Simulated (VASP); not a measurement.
# Fe2O3 (Pm-3m) in VASP: single point with PBE

Aim: the single point of Fe2O3 with PBE.

All numbers are computed with VASP 6.6.1; they aren't measurements. Logs are shortened: lines on timing, memory, paths and dates and some standing lists are left out, and cuts for length are marked.

## Step 1: The cell of the first run

It takes space group Pm-3m (No. 221, cubic). The conventional cell has a = 3.693 Å, b = 3.693 Å, c = 3.693 Å, α = 90.00°, β = 90.00°, γ = 90.00°. Within 3.4 Å of Fe (site symmetry m-3m) lie 12 O at 2.61 Å and 8 Fe at 3.20 Å. Within 2.5 Å of Fe (site symmetry m-3m) lie 6 O at 1.85 Å. Within 2.5 Å of O (site symmetry 4/mmm) lie 2 Fe at 1.85 Å.

The cell was built from a structure type or drawn by symmetry, and may not be a known phase.

## Step 2: Single point, PBE, collinear spin, ferromagnetic start

INCAR

```
  PREC = Accurate
  ENCUT = 600
  EDIFF = 1E-6
  ISMEAR = 0
  SIGMA = 0.1
  LREAL = F
  LASPH = T
  NELM = 200
  ALGO = Normal
  ISIF = 2
  LWAVE = F
  LCHARG = F
  ISPIN = 2
  MAGMOM = 4.04 2.35 0.25 0.25 0.25
  LORBIT = 11
  LMAXMIX = 4
  GGA = PE
  NBANDS = 37
  GGA_COMPAT = F
```

KPOINTS

```
Automatic mesh
0
Gamma
  10 10 10
```

POSCAR

```
Fe2O3
1.0
    3.6929103041      0.0000000000      0.0000000000
    0.0000000000      3.6929103041      0.0000000000
    0.0000000000      0.0000000000      3.6929103041
Fe O
2 3
Direct
    0.5000000000      0.5000000000      0.5000000000
    0.0000000000      0.0000000000      0.0000000000
    0.5000000000      0.0000000000      0.0000000000
    0.0000000000      0.5000000000      0.0000000000
    0.0000000000      0.0000000000      0.5000000000
```

Potentials or basis: VASP PAW PBE potentials, release 64 (Fe_sv, O).

On the command line:

```sh
$ cat potpaw_PBE.64/Fe_sv/POTCAR potpaw_PBE.64/O/POTCAR > POTCAR
$ mpirun -np 1 vasp_std > vasp.out
```

OUTCAR:

```text
PREC = Accurate
   ENCUT = 600
   EDIFF = 1E-6
   ISMEAR = 0
   LREAL = F
   LASPH = T
   NELM = 200
   ISIF = 2
   ISPIN = 2
   LORBIT = 11
   GGA = PE

 ion  position               nearest neighbor table
   1  0.500  0.500  0.500-
   2  0.000  0.000  0.000-   3 1.85   4 1.85   5 1.85   5 1.85   4 1.85   3 1.85
   3  0.500  0.000  0.000-   2 1.85   2 1.85
   4  0.000  0.500  0.000-   2 1.85   2 1.85
   5  0.000  0.000  0.500-   2 1.85   2 1.85

  LATTYP: Found a simple cubic cell.
 ALAT       =     3.6929103041

  Lattice vectors:

 A1 = (   3.6929103041,   0.0000000000,   0.0000000000)
 A2 = (   0.0000000000,   3.6929103041,   0.0000000000)
 A3 = (   0.0000000000,   0.0000000000,   3.6929103041)

Analysis of symmetry for initial positions (statically):
=====================================================================
 Subroutine PRICEL returns:
 Original cell was already a primitive cell.

 Routine SETGRP: Setting up the symmetry group for a
 simple cubic supercell.

 Subroutine GETGRP returns: Found 48 space group operations
 (whereof 48 operations were pure point group operations)
 out of a pool of 48 trial point group operations.

The static configuration has the point symmetry O_h .

Analysis of symmetry for dynamics (positions and initial velocities):
=====================================================================
 Subroutine PRICEL returns:
 Original cell was already a primitive cell.

 Routine SETGRP: Setting up the symmetry group for a
 simple cubic supercell.

 Subroutine GETGRP returns: Found 48 space group operations
 (whereof 48 operations were pure point group operations)
 out of a pool of 48 trial point group operations.

The dynamic configuration has the point symmetry O_h .

Analysis of structural, dynamic, and magnetic symmetry:
=====================================================================
 Subroutine PRICEL returns:
 Original cell was already a primitive cell.

 Routine SETGRP: Setting up the symmetry group for a
 simple cubic supercell.

 Subroutine GETGRP returns: Found 48 space group operations
 (whereof 48 operations were pure point group operations)
 out of a pool of 48 trial point group operations.

The overall configuration has the point symmetry O_h .

 Subroutine INISYM returns: Found 48 space group operations
 (whereof 48 operations are pure point group operations),
 and found     1 'primitive' translations

----------------------------------------------------------------------------------------

                                     Primitive cell

  volume of cell :      50.3624

  direct lattice vectors                    reciprocal lattice vectors
     3.692910304  0.000000000  0.000000000     0.270789139  0.000000000  0.000000000
     0.000000000  3.692910304  0.000000000     0.000000000  0.270789139  0.000000000
     0.000000000  0.000000000  3.692910304     0.000000000  0.000000000  0.270789139

  length of vectors
     3.692910304  3.692910304  3.692910304     0.270789139  0.270789139  0.270789139

  position of ions in fractional coordinates (direct lattice)
     0.500000000  0.500000000  0.500000000
     0.000000000  0.000000000  0.000000000
     0.500000000  0.000000000  0.000000000
     0.000000000  0.500000000  0.000000000
     0.000000000  0.000000000  0.500000000

  ion indices of the primitive-cell ions
   primitive index   ion index
                 1           1
                 2           2
                 3           3
                 4           4
                 5           5

----------------------------------------------------------------------------------------

 KPOINTS: Automatic mesh

Automatic generation of k-mesh.
 Grid dimensions read from file:
 generate k-points for:   10   10   10

 Generating k-lattice:

  Cartesian coordinates                     Fractional coordinates (reciprocal lattice)
     0.027078914  0.000000000  0.000000000     0.100000000  0.000000000  0.000000000
     0.000000000  0.027078914  0.000000000     0.000000000  0.100000000  0.000000000
     0.000000000  0.000000000  0.027078914     0.000000000  0.000000000  0.100000000

  Length of vectors
     0.027078914  0.027078914  0.027078914

  Shift w.r.t. Gamma in fractional coordinates (k-lattice)
     0.000000000  0.000000000  0.000000000

 Subroutine IBZKPT returns following result:
 ===========================================

 Found     56 irreducible k-points:

 Following reciprocal coordinates:
            Coordinates               Weight
  0.000000  0.000000  0.000000      1.000000
  0.100000  0.000000  0.000000      6.000000
  0.200000  0.000000  0.000000      6.000000
  0.300000  0.000000  0.000000      6.000000
  0.400000  0.000000  0.000000      6.000000
  0.500000  0.000000  0.000000      3.000000
[... 16 lines left out ...]
  0.200000  0.100000  0.100000     24.000000
  0.300000  0.100000  0.100000     24.000000
 [... further k-points ...]
   k-points           NKPTS =     56   k-points in BZ     NKDIM =     56   number of bands    NBANDS=     37
   number of dos      NEDOS =    301   number of ions     NIONS =      5
   total plane-waves  NPLWV =  27000
   dimension x,y,z NGX =    30 NGY =   30 NGZ =   30
   dimension x,y,z NGXF=    60 NGYF=   60 NGZF=   60
   ions per type =               2   3
   NGX,Y,Z   is equivalent  to a cutoff of  13.51, 13.51, 13.51 a.u.
   NGXF,Y,Z  is equivalent  to a cutoff of  27.01, 27.01, 27.01 a.u.
 SYSTEM =  unknown system
   PREC   = accura    normal or accurate (medium, high low for compatibility)
   ISTART =      0    job   : 0-new  1-cont  2-samecut
   ICHARG =      2    charge: 1-file 2-atom 10-const
   ISPIN  =      2    spin polarized calculation?
   LNONCOLLINEAR =      F non collinear calculations
   LSORBIT =      F    spin-orbit coupling
   LASPH  =      T    aspherical Exc in radial PAW
   ENCUT  =  600.0 eV  44.10 Ry    6.64 a.u.   7.38  7.38  7.38*2*pi/ulx,y,z
   NELM   =    200;   NELMIN=  2; NELMDL= -5     # of ELM steps
   EDIFF  = 0.1E-05   stopping-criterion for ELM
   LREAL  =      F    real-space projection
   EDIFFG = 0.1E-04   stopping-criterion for IOM
   NSW    =      0    number of steps for IOM
   IBRION =     -1    ionic relax: 0-MD 1-quasi-New 2-CG
   NFREE  =      0    steps in history (QN), initial steepest desc. (CG)
   ISIF   =      2    stress and relaxation
   ISYM   =      2    0-nonsym 1-usesym 2-fastsym
   POTIM  = 0.5000    time-step for ionic-motion
   TEBEG  =    0.0;   TEEND  =   0.0 temperature during run
   PSTRESS=    0.0 pullay stress
   NELECT =      50.0000    total number of electrons
   NUPDOWN=      -1.0000    fix difference up-down
   EMIN   =  10.00;   EMAX   =-10.00  energy-range for DOS
   EFERMI =   0.00;   METHOD = LEGACY
   ISMEAR =     0;   SIGMA  =   0.10  broadening in eV -4-tet -1-fermi 0-gaus
   EFERMI_NEDOS =   21; number of points for ismear=-14 and -15
   IALGO  =     38    algorithm
   IMIX   =      4    mixing-type and parameters
     AMIX     =   0.40;   BMIX     =  1.00
     AMIX_MAG =   1.60;   BMIX_MAG =  1.00
  volume/ion in A,a.u.               =      10.07        67.97
  Fermi-wavevector in a.u.,A,eV,Ry     =   1.633163  3.086230 36.289729  2.667220
  Thomas-Fermi vector in A             =   2.725013
   LORBIT       =     11    0 simple, 1 ext, 2 COOP (PROOUT), +10 PAW based schemes
   GGA     = PE    functional components
   LHFCALC =     F    Hartree Fock is set to
   AEXX    =    0.0000 exact exchange contribution
   IVDW    =     0    specifies the selected vdW correction
   LEPSILON=     F    determine dielectric tensor
   LRPA    =     F    only Hartree local field effects (RPA)
 spin polarized calculation
 Gauss-broadening in eV      SIGMA  =   0.10
  energy-cutoff  :      600.00
  volume of cell :       50.36
 maximum number of plane-waves:      1743
 NGX is ok and might be reduce to    30
   NGX = 15   NGY = 15   NGZ = 15

 number of electron      49.9999947 magnetization       7.1689316

 Free energy of the ion-electron system (eV)
  ---------------------------------------------------
  ext. energy  EPLUGINS =         0.00000000
  ---------------------------------------------------
  free energy    TOTEN  =       -34.93469338 eV

  energy without entropy =      -34.91063495  energy(sigma->0) =      -34.92266416

 E-fermi :   7.2561     XC(G=0): -12.0128

 val. band max:        7.2525291363   @ k =   0.5000   0.2000   0.1000
 cond. band min:       7.2576843469   @ k =   0.5000   0.2000   0.2000
 fundamental gap:      0.0051552107
 Fermi energy:         7.2560761596

 spin component 1

 k-point     1 :       0.0000    0.0000    0.0000
  band No.  band energies     occupation
      1     -82.7073      1.00000
      2     -82.6938      1.00000
      3     -48.7332      1.00000
      4     -48.7332      1.00000
      5     -48.7332      1.00000
      6     -48.7083      1.00000
[... 29 lines left out ...]
     36      18.9897      0.00000
     37      18.9897      0.00000
[... 918 lines left out ...]
     36      20.7946      0.00000
     37      23.0698      0.00000

 [... further k-points ...]

 spin component 2

 k-point     1 :       0.0000    0.0000    0.0000
  band No.  band energies     occupation
      1     -79.6999      1.00000
      2     -78.5102      1.00000
      3     -45.7898      1.00000
      4     -45.7898      1.00000
      5     -45.7898      1.00000
      6     -44.6345      1.00000
[... 29 lines left out ...]
     36      20.1211      0.00000
     37      20.1211      0.00000
[... 918 lines left out ...]
     36      21.4521      0.00000
     37      23.6738      0.00000

 [... further k-points ...]

------------------------ aborting loop because EDIFF is reached ----------------------------------------

  FORCE on cell =-STRESS in cart. coord.  units (eV):
  Direction    XX          YY          ZZ          XY          YZ          ZX
  --------------------------------------------------------------------------------------
  -------------------------------------------------------------------------------------
  Total       -0.5690125     -0.5690125     -0.5690125      0.0000000      0.0000000     -0.0000000
  in kB      -18.1019810    -18.1019810    -18.1019810      0.0000000      0.0000000     -0.0000000
  external PRESSURE =     -18.1019810 kB  Pullay stress =       0.0000000 kB

 VOLUME and BASIS-vectors are now :
 -----------------------------------------------------------------------------
  energy-cutoff  :      600.00
  volume of cell :       50.36
      direct lattice vectors                 reciprocal lattice vectors
     3.692910304  0.000000000  0.000000000     0.270789139  0.000000000  0.000000000
     0.000000000  3.692910304  0.000000000     0.000000000  0.270789139  0.000000000
     0.000000000  0.000000000  3.692910304     0.000000000  0.000000000  0.270789139

 POSITION                                       TOTAL-FORCE (eV/Angst)
 -----------------------------------------------------------------------------------
      1.84646      1.84646      1.84646         0.000000      0.000000      0.000000
      0.00000      0.00000      0.00000         0.000000      0.000000      0.000000
      1.84646      0.00000      0.00000         0.000000      0.000000      0.000000
      0.00000      1.84646      0.00000         0.000000      0.000000      0.000000
      0.00000      0.00000      1.84646         0.000000      0.000000      0.000000
 -----------------------------------------------------------------------------------
    total drift:                                0.000000      0.000000      0.000000

  FREE ENERGIE OF THE ION-ELECTRON SYSTEM (eV)
  ---------------------------------------------------
  free  energy   TOTEN  =       -34.9346933776 eV

  energy  without entropy=      -34.9106349512  energy(sigma->0) =      -34.92266416

 total charge

# of ion       s       p       d       tot
------------------------------------------
    1        2.063   5.960   5.503  13.526
    2        2.170   6.080   5.344  13.594
    3        1.576   3.414   0.000   4.990
    4        1.576   3.414   0.000   4.990
    5        1.576   3.414   0.000   4.990
--------------------------------------------------
tot          8.960  22.283  10.848  42.091

 magnetization (x)

# of ion       s       p       d       tot
------------------------------------------
    1        0.016   0.008   3.479   3.503
    2        0.008   0.007   2.434   2.449
    3        0.014   0.229   0.000   0.243
    4        0.014   0.229   0.000   0.243
    5        0.014   0.229   0.000   0.243
--------------------------------------------------
tot          0.065   0.703   5.912   6.680
```

It took 4.3 min on 1 thread of AMD EPYC 7R43 (Zen 3), shared host; peak memory 0.27 GiB.

What came out:

- Free energy: -34.9347 eV
- Pressure: -1.8 GPa
- Net moment: 7.17 μB per cell
- Site moments: Fe +3.50, +2.45; O +0.24 μB
- Valence electrons inside the program's atomic spheres: Fe 13.53, 13.59; O 4.99

Levels at points of the mesh, in eV from the Fermi level:
Spin up:
```
           k point  band 26  band 27  band 28  band 29  band 30  band 31  band 32  band 33
(0.00, 0.00, 0.00)    -2.05    -2.05    -2.05    -1.68    -1.68     0.75    11.62    11.62
(0.50, 0.00, 0.00)    -1.62    -1.62    -1.10    -1.10     1.14     4.36     5.82    10.23
(0.50, 0.50, 0.00)    -1.06    -0.74    -0.74    -0.42     3.36     4.72     7.92     7.92
(0.50, 0.50, 0.50)    -1.30    -1.30    -1.30     2.07     3.37     3.37     9.87     9.87
```
Spin down:
| k point | band 19 | band 20 | band 21 | band 22 | band 23 | band 24 |
| --- | --- | --- | --- | --- | --- | --- |
| (0.00, 0.00, 0.00) | -1.66 | -1.66 | -0.97 | -0.97 | -0.97 | -0.47 |
| (0.50, 0.00, 0.00) | -2.00 | -2.00 | -0.80 | -0.01 | 0.48 | 0.61 |
| (0.50, 0.50, 0.00) | -3.32 | -1.05 | -0.12 | 0.56 | 0.56 | 0.60 |
| (0.50, 0.50, 0.50) | -0.64 | -0.64 | 0.13 | 0.13 | 0.48 | 0.48 |

Caveat: semilocal functionals often make such compounds metallic where correlation or magnetic order opens a gap, which also shifts bond lengths; only a ferromagnetic start was run, and an antiferromagnetic order may lie lower in energy. With open d or f shells a metallic result of PBE can be an artefact of self-interaction; +U or a hybrid may open a gap.
